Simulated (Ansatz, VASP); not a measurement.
**One calculation of Rb, two programs**

```xyz
2
Lattice="5.2719 0.0000 0.0000 -2.6359 4.5656 0.0000 0.0000 0.0000 8.4936" Properties=species:S:1:pos:R:3 pbc="T T T"
Rb    0.0000    3.0437    2.1234
Rb    2.6359    1.5219    6.3702
```

Alike in both runs: task single point; functional PBE; k mesh 9 × 9 × 6; occupations gaussian, width 0.1 eV; no spin polarisation.

```csv
,VASP,Ansatz
version,VASP 6.6.1,Ansatz 0.2.0
potentials or method,"VASP PAW PBE potentials, release 64 (Rb_sv), cutoff 520 eV","scalar-relativistic, plane waves, PAW"
valence electrons in the cell,18,18
```

|  | VASP | Ansatz | Ansatz less VASP |
| --- | --- | --- | --- |
| gap on the k mesh at the Fermi level (eV) | none | none | - |
| pressure (GPa) | -0.3 | -0.2 | 0.00 |
| traceless stress, the component that is largest in VASP (GPa) | 0.06 | 0.06 | 0.000 |

A gap of «none» marks a metal or a gap that the smearing closes.
